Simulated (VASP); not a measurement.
# Si2Mo (MoSi2 type) (I4/mmm) in VASP: a series of runs

Si2Mo (MoSi2 type) is run at these levels: PBE; tasks: single point.

Everything below comes from runs of VASP 6.6.1. Logs are shortened: lines on timing, memory, paths and dates and some standing lists are left out, and cuts for length are marked.

### 1 The cell of the first run

The structure is tetragonal, space group I4/mmm (No. 139). The conventional cell has a = 2.701 Å, b = 2.701 Å, c = 6.923 Å, α = 90.00°, β = 90.00°, γ = 90.00°. Within 3.0 Å of Mo (site symmetry 4/mmm) lie 10 Si at 2.24 to 2.28 Å and 4 Mo at 2.70 Å. Within 2.9 Å of Si (site symmetry 4mm) lie 9 Si at 2.21 to 2.70 Å and 5 Mo at 2.24 to 2.28 Å.

### 2 Single point, PBE (8.42 Å³/atom)

POSCAR reads:

```
Si2Mo
1.0
   -1.3505726360      1.3505726360      3.4613330050
    1.3505726360     -1.3505726360      3.4613330050
    1.3505726360      1.3505726360     -3.4613330050
Mo Si
1 2
Direct
    0.0000000000      0.0000000000      0.0000000000
    0.3299169406      0.3299169406      0.0000000000
   -0.3299169406     -0.3299169406      0.0000000000
```

INCAR.step1 reads:

```
SYSTEM = Si2Mo
  PREC = Accurate
  ENCUT = 520
  EDIFF = 1E-6
  ISMEAR = -1
  SIGMA = 0.1
  LREAL = .FALSE.
  LASPH = .TRUE.
  NELM = 100
  ALGO = Normal
  ISIF = 2
  LWAVE = .FALSE.
  LCHARG = .TRUE.
  LMAXMIX = 4
  GGA = PE
  NBANDS = 18
```

KPOINTS.step1 reads:

```
regular mesh
0
G
  14 14 14
  0 0 0
```

INCAR.step2 reads:

```
SYSTEM = Si2Mo
  PREC = Accurate
  ENCUT = 520
  EDIFF = 1E-6
  ISMEAR = -5
  SIGMA = 0.1
  LREAL = .FALSE.
  LASPH = .TRUE.
  NELM = 100
  ALGO = Normal
  ISIF = 2
  LWAVE = .FALSE.
  LCHARG = .FALSE.
  LMAXMIX = 4
  GGA = PE
  LORBIT = 11
  NEDOS = 1001
  ICHARG = 11
```

KPOINTS.step2 reads:

```
regular mesh
0
G
  21 21 21
  0 0 0
```

Potentials or basis: VASP PAW PBE potentials, release 64 (Mo_sv, Si).

On the command line:

```bash
$ cat potpaw_PBE.64/Mo_sv/POTCAR potpaw_PBE.64/Si/POTCAR > POTCAR
$ cp INCAR.step1 INCAR
$ cp KPOINTS.step1 KPOINTS
$ mpirun -np 1 vasp_std > vasp.out
$ cp INCAR.step2 INCAR
$ cp KPOINTS.step2 KPOINTS
$ mpirun -np 1 vasp_std > vasp.out
```

OUTCAR:

```text
SYSTEM = Si2Mo
   PREC = Accurate
   ENCUT = 520
   EDIFF = 1E-6
   ISMEAR = -5
   LREAL = .FALSE.
   LASPH = .TRUE.
   NELM = 100
   ISIF = 2
   GGA = PE
   LORBIT = 11
   ICHARG = 11

 ion  position               nearest neighbor table
   1  0.000  0.000  0.000-   3 2.24   2 2.24   3 2.24   2 2.24   3 2.24   2 2.24   2 2.24   3 2.24
                             2 2.28   3 2.28
   2  0.330  0.330  0.000-   3 2.21   3 2.21   3 2.21   3 2.21   1 2.24   1 2.24   1 2.24   1 2.24
                             1 2.28   3 2.35
   3  0.670  0.670  0.000-   2 2.21   2 2.21   2 2.21   2 2.21   1 2.24   1 2.24   1 2.24   1 2.24
                             1 2.28   2 2.35

  LATTYP: Found a body centered tetragonal cell.
 ALAT       =     2.7011452720
 C/A-ratio  =     2.5628632720

  Lattice vectors:

 A1 = (  -1.3505726360,   1.3505726360,   3.4613330050)
 A2 = (   1.3505726360,  -1.3505726360,   3.4613330050)
 A3 = (   1.3505726360,   1.3505726360,  -3.4613330050)

Analysis of symmetry for initial positions (statically):
=====================================================================
 Subroutine PRICEL returns:
 Original cell was already a primitive cell.

 Routine SETGRP: Setting up the symmetry group for a
 body centered tetragonal supercell.

 Subroutine GETGRP returns: Found 16 space group operations
 (whereof 16 operations were pure point group operations)
 out of a pool of 16 trial point group operations.

The static configuration has the point symmetry D_4h.

Analysis of symmetry for dynamics (positions and initial velocities):
=====================================================================
 Subroutine PRICEL returns:
 Original cell was already a primitive cell.

 Routine SETGRP: Setting up the symmetry group for a
 body centered tetragonal supercell.

 Subroutine GETGRP returns: Found 16 space group operations
 (whereof 16 operations were pure point group operations)
 out of a pool of 16 trial point group operations.

The dynamic configuration has the point symmetry D_4h.

 Subroutine INISYM returns: Found 16 space group operations
 (whereof 16 operations are pure point group operations),
 and found     1 'primitive' translations

----------------------------------------------------------------------------------------

                                     Primitive cell

  volume of cell :      25.2545

  direct lattice vectors                    reciprocal lattice vectors
    -1.350572636  1.350572636  3.461333005     0.000000000  0.370213335  0.144453018
     1.350572636 -1.350572636  3.461333005     0.370213335  0.000000000  0.144453018
     1.350572636  1.350572636 -3.461333005     0.370213335  0.370213335  0.000000000

  length of vectors
     3.953342771  3.953342771  3.953342771     0.397397267  0.397397267  0.523560720

  position of ions in fractional coordinates (direct lattice)
     0.000000000  0.000000000  0.000000000
     0.329916941  0.329916941  0.000000000
     0.670083059  0.670083059  0.000000000

  ion indices of the primitive-cell ions
   primitive index   ion index
                 1           1
                 2           2
                 3           3

----------------------------------------------------------------------------------------

 KPOINTS: regular mesh

Automatic generation of k-mesh.
 Grid dimensions read from file:
 generate k-points for:   21   21   21

 Generating k-lattice:

  Cartesian coordinates                     Fractional coordinates (reciprocal lattice)
     0.000000000  0.017629206  0.006878715     0.047619048  0.000000000 -0.000000000
     0.017629206  0.000000000  0.006878715     0.000000000  0.047619048 -0.000000000
     0.017629206  0.017629206  0.000000000     0.000000000  0.000000000  0.047619048

  Length of vectors
     0.018923679  0.018923679  0.024931463

  Shift w.r.t. Gamma in fractional coordinates (k-lattice)
     0.000000000  0.000000000  0.000000000

 TETIRR: Found  11769 inequivalent tetrahedra from    55566

 Subroutine IBZKPT returns following result:
 ===========================================

 Found    726 irreducible k-points:

 Following reciprocal coordinates:
            Coordinates               Weight
  0.000000  0.000000  0.000000      1.000000
  0.047619  0.000000 -0.000000      8.000000
  0.095238  0.000000  0.000000      8.000000
  0.142857  0.000000  0.000000      8.000000
  0.190476  0.000000  0.000000      8.000000
  0.238095  0.000000  0.000000      8.000000
[... 16 lines left out ...]
 -0.428571  0.047619  0.000000     16.000000
 -0.380952  0.047619  0.000000     16.000000
 [... further k-points ...]
   k-points           NKPTS =    726   k-points in BZ     NKDIM =    726   number of bands    NBANDS=     15
   number of dos      NEDOS =   1001   number of ions     NIONS =      3
   total plane-waves  NPLWV =  27000
   dimension x,y,z NGX =    30 NGY =   30 NGZ =   30
   dimension x,y,z NGXF=    60 NGYF=   60 NGZF=   60
   ions per type =               1   2
   NGX,Y,Z   is equivalent  to a cutoff of  12.62, 12.62, 12.62 a.u.
   NGXF,Y,Z  is equivalent  to a cutoff of  25.23, 25.23, 25.23 a.u.
 SYSTEM =  Si2Mo
   PREC   = accura    normal or accurate (medium, high low for compatibility)
   ISTART =      0    job   : 0-new  1-cont  2-samecut
   ICHARG =     11    charge: 1-file 2-atom 10-const
   ISPIN  =      1    spin polarized calculation?
   LNONCOLLINEAR =      F non collinear calculations
   LSORBIT =      F    spin-orbit coupling
   LASPH  =      T    aspherical Exc in radial PAW
   ENCUT  =  520.0 eV  38.22 Ry    6.18 a.u.   7.35  7.35  7.35*2*pi/ulx,y,z
   NELM   =    100;   NELMIN=  2; NELMDL=  0     # of ELM steps
   EDIFF  = 0.1E-05   stopping-criterion for ELM
   LREAL  =      F    real-space projection
   EDIFFG = 0.1E-04   stopping-criterion for IOM
   NSW    =      0    number of steps for IOM
   IBRION =     -1    ionic relax: 0-MD 1-quasi-New 2-CG
   NFREE  =      0    steps in history (QN), initial steepest desc. (CG)
   ISIF   =      2    stress and relaxation
   ISYM   =      2    0-nonsym 1-usesym 2-fastsym
   POTIM  = 0.5000    time-step for ionic-motion
   TEBEG  =    0.0;   TEEND  =   0.0 temperature during run
   PSTRESS=    0.0 pullay stress
   NELECT =      22.0000    total number of electrons
   NUPDOWN=      -1.0000    fix difference up-down
   EMIN   =  10.00;   EMAX   =-10.00  energy-range for DOS
   EFERMI =   0.00;   METHOD = LEGACY
   ISMEAR =    -5;   SIGMA  =   0.10  broadening in eV -4-tet -1-fermi 0-gaus
   EFERMI_NEDOS =   21; number of points for ismear=-14 and -15
   IALGO  =     38    algorithm
   IMIX   =      4    mixing-type and parameters
     AMIX     =   0.40;   BMIX     =  1.00
     AMIX_MAG =   1.60;   BMIX_MAG =  1.00
  volume/ion in A,a.u.               =       8.42        56.81
  Fermi-wavevector in a.u.,A,eV,Ry     =   1.563517  2.954619 33.260608  2.444586
  Thomas-Fermi vector in A             =   2.666277
   LORBIT       =     11    0 simple, 1 ext, 2 COOP (PROOUT), +10 PAW based schemes
   GGA     = PE    functional components
   LHFCALC =     F    Hartree Fock is set to
   AEXX    =    0.0000 exact exchange contribution
   IVDW    =     0    specifies the selected vdW correction
   LEPSILON=     F    determine dielectric tensor
   LRPA    =     F    only Hartree local field effects (RPA)
 non-spin polarized calculation
 Fermi weights with tetrahedron method with Bloechl corrections
  energy-cutoff  :      520.00
  volume of cell :       25.25
 maximum number of plane-waves:       695
 NGX is ok and might be reduce to    30

 number of electron      21.9999999 magnetization

 Free energy of the ion-electron system (eV)
  ---------------------------------------------------
  ext. energy  EPLUGINS =         0.00000000
  ---------------------------------------------------
  free energy    TOTEN  =       -14.63168064 eV

  energy without entropy =      -14.63168064  energy(sigma->0) =      -14.63168064

 E-fermi :  20.5923     XC(G=0): -14.8059

 val. band max:       20.6545461348   @ k =  -0.4762   0.4762   0.0000
 cond. band min:      20.5626536178   @ k =  -0.4286  -0.4762   0.1905
 fundamental gap:     -0.0918925171
 Fermi energy:        20.5922534264

 k-point     1 :       0.0000    0.0000    0.0000
  band No.  band energies     occupation
      1     -39.7931      2.00000
      2     -14.5443      2.00000
      3     -13.6995      2.00000
      4     -13.6995      2.00000
      5       3.2404      2.00000
      6      10.9998      2.00000
      7      14.6726      2.00000
      8      16.7178      2.00000
      9      16.7178      2.00000
     10      17.6233      2.00000
     11      21.4092      0.00000
     12      21.7139      0.00000
     13      26.7938      0.00000
     14      26.7939      0.00000
     15      27.2700      0.00000

 k-point     2 :       0.0476    0.0000   -0.0000
  band No.  band energies     occupation
      1     -39.7893      2.00000
      2     -14.5416      2.00000
      3     -13.7354      2.00000
      4     -13.6962      2.00000
      5       3.3057      2.00000
      6      11.0516      2.00000
      7      14.7135      2.00000
      8      16.2046      2.00000
      9      16.7540      2.00000
     10      17.8697      2.00000
     11      21.4847      0.00000
     12      21.7221      0.00000
     13      26.4306      0.00000
     14      26.9531      0.00000
     15      27.0142      0.00000
[... 365 lines left out ...]
      3     -14.4091      2.00000
      4     -13.5893      2.00000
      5       7.0840      2.00000
      6       9.8058      2.00000
      7      13.7744      2.00000
      8      14.7410      2.00000
      9      16.1759      2.00000
     10      17.3959      2.00000
     11      18.9394      2.00000
     12      24.3563      0.00000
     13      25.1270      0.00000
     14      25.6293      0.00000
     15      27.5511      0.00000

 k-point    24 :      -0.3810    0.0476    0.0000
  band No.  band energies     occupation
      1     -39.6403      2.00000
      2     -14.9816      2.00000
      3     -14.4189      2.00000
      4     -13.6022      2.00000
      5       6.5126      2.00000
      6      10.2377      2.00000
      7      13.6707      2.00000
      8      14.8681      2.00000
      9      16.5418      2.00000
     10      17.5473      2.00000
     11      18.6318      2.00000
     12      24.1444      0.00000
     13      25.4507      0.00000
     14      25.6338      0.00000
     15      27.3421      0.00000

 [... further k-points ...]

------------------------ aborting loop because EDIFF is reached ----------------------------------------

  FORCE on cell =-STRESS in cart. coord.  units (eV):
  Direction    XX          YY          ZZ          XY          YZ          ZX
  --------------------------------------------------------------------------------------
  -------------------------------------------------------------------------------------
  Total       42.3000818     42.3000818     42.3151404      0.0000000      0.0000000     -0.0000000
  in kB     2683.5674925   2683.5674925   2684.5228303      0.0000000      0.0000000     -0.0000000
  external PRESSURE =    2683.8859384 kB  Pullay stress =       0.0000000 kB

 VOLUME and BASIS-vectors are now :
 -----------------------------------------------------------------------------
  energy-cutoff  :      520.00
  volume of cell :       25.25
      direct lattice vectors                 reciprocal lattice vectors
    -1.350572636  1.350572636  3.461333005     0.000000000  0.370213335  0.144453018
     1.350572636 -1.350572636  3.461333005     0.370213335  0.000000000  0.144453018
     1.350572636  1.350572636 -3.461333005     0.370213335  0.370213335  0.000000000

 POSITION                                       TOTAL-FORCE (eV/Angst)
 -----------------------------------------------------------------------------------
      0.00000      0.00000      0.00000        -0.000000     -0.000000     -0.000000
      0.00000      0.00000      2.28390        -0.000000     -0.000000     -0.009057
      0.00000      0.00000      4.63876         0.000000      0.000000      0.009057
 -----------------------------------------------------------------------------------
    total drift:                                0.000000      0.000000     -0.000000

  FREE ENERGIE OF THE ION-ELECTRON SYSTEM (eV)
  ---------------------------------------------------
  free  energy   TOTEN  =       -14.6316806355 eV

  energy  without entropy=      -14.6316806355  energy(sigma->0) =      -14.63168064

 total charge

# of ion       s       p       d       tot
------------------------------------------
    1        2.479   6.496   5.413  14.388
    2        0.809   1.293   0.000   2.101
    3        0.809   1.293   0.000   2.101
--------------------------------------------------
tot          4.097   9.081   5.413  18.591
```

Wall time 9.5 min (1 thread of Intel Xeon 8259CL, shared host); peak memory 0.41 GiB.

Results:

| Property | Result |
| --- | --- |
| Valence electrons inside the program's atomic spheres | Mo 14.39; Si 2.10 |

Caveat: tetrahedron occupations give inexact forces and stress in metals.

[end of part 1 of 2]
